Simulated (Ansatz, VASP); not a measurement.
**One calculation of Bi, two programs**

```
CELL_PARAMETERS angstrom
5.85035 0.00000 0.00000
-2.92518 5.06655 0.00000
0.00000 0.00000 3.44032
ATOMIC_POSITIONS crystal
Bi 0.00000 0.00000 0.00000
Bi 0.33333 0.66667 0.50000
Bi 0.66667 0.33333 0.50000
```

Alike in both runs: task single point; functional revPBE; k mesh 7 × 7 × 11; occupations fermi-dirac, width 0.1 eV; no spin polarisation.

|  | VASP | Ansatz |
| --- | --- | --- |
| version | VASP 6.6.1 | Ansatz 0.2.0 |
| potentials or method | VASP PAW PBE potentials, release 64 (Bi_d), cutoff 520 eV | plane waves (420 eV) with PAW, scalar-relativistic |
| valence electrons in the cell | 45 | 45 |

VASP gave:

```
pressure (GPa)                                                : -1.7
traceless stress, the component that is largest in VASP (GPa) : 0.40
```

Q: What did Ansatz give for the same quantities?

A: Pressure (GPa): -1.6; traceless stress, the component that is largest in VASP (GPa): 0.40.

VASP's potentials were made for PBE, not for revPBE. The functional is the same, so the differences come from potentials, cutoffs and numerics.

Neither program's run includes spin-orbit coupling.
